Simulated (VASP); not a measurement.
**Ru: single point with PBE**

Crystal: Ru.

```
Ru
1.0
     2.62930    0.00000    0.00000
    -1.31465    2.27704    0.00000
     0.00000    0.00000    4.41354
Ru
2
Direct
  0.33333 0.66667 0.25000
  0.66667 0.33333 0.75000
```

| Property | Result |
| --- | --- |
| Program | VASP 6.6.1 |
| Task | single point |
| Functional | PBE |
| Potentials or basis | VASP PAW PBE potentials, release 64 (Ru_pv) |
| Cutoff | 520 eV |
| k mesh | 21 × 21 × 12 |
| Occupations | gaussian, width 0.15 eV |
| Spin | no spin polarisation |

```yaml
Pressure: 14.8 GPa
Band_gap_on_the_k_mesh: zero (bands 14 and 15 overlap by 3.23 eV)
```

Stress tensor (GPa, compression positive):
```
25.17  0.00  0.00
 0.00 25.17  0.00
 0.00  0.00 -5.98
```

Levels at points of the mesh, in eV from the Fermi level:
```csv
k point,band 11,band 12,band 13,band 14,band 15,band 16,band 17,band 18
"(0.00, 0.00, 0.00)",-2.66,-2.08,-2.08,-0.98,-0.98,0.65,1.25,1.25
"(0.00, 0.00, 0.50)",-2.70,-2.70,-2.70,-2.70,0.57,0.57,0.57,0.57
```

Run time: 2.3 min on 1 thread of Intel(R) Xeon(R) Platinum 8259CL CPU @ 2.50GHz (Skylake/Cascade Lake), with other jobs on the host, peak memory 0.26 GiB.

Caveat: the stress differs along the axes, from -6 to 25 GPa.
